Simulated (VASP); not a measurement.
Runs of VASP 6.6.1 on ZnO. The structure is that of space group I4cm (No. 108), or close to it. The cells are those of the table. 

```tsv
task	cell	cutoff (eV)	gap on the mesh (eV)	pressure (GPa)	largest force (eV/Å)
single point	a = 5.226 Å, angles 104.5, 104.5, 119.9°, 8 atoms	520	0.97	4.7	0.02
single point	a = 5.279 Å, angles 104.5, 104.5, 119.9°, 8 atoms	520	0.92	(a)	0.02
single point	a = 5.331 Å, angles 104.5, 104.5, 119.9°, 8 atoms	520	(b)	-2.4	0.03
relaxation of shape and atoms at fixed volume	relaxed from a = 5.116 Å, angles 104.5, 104.5, 119.9°, 8 atoms	600	1.06	14.3	0.01
```

Alike in all rows: level PBE; potentials or basis VASP PAW PBE potentials, release 64 (Zn, O); no spin polarisation; k mesh 8 × 8 × 8; smearing gaussian 0.02 eV.

Problem. Estimate the missing entries.

Solution. (a) 0.9; (b) 0.88.

Caveats: the cell stands under pressure (at least some runs).

A k mesh can miss the band edges.
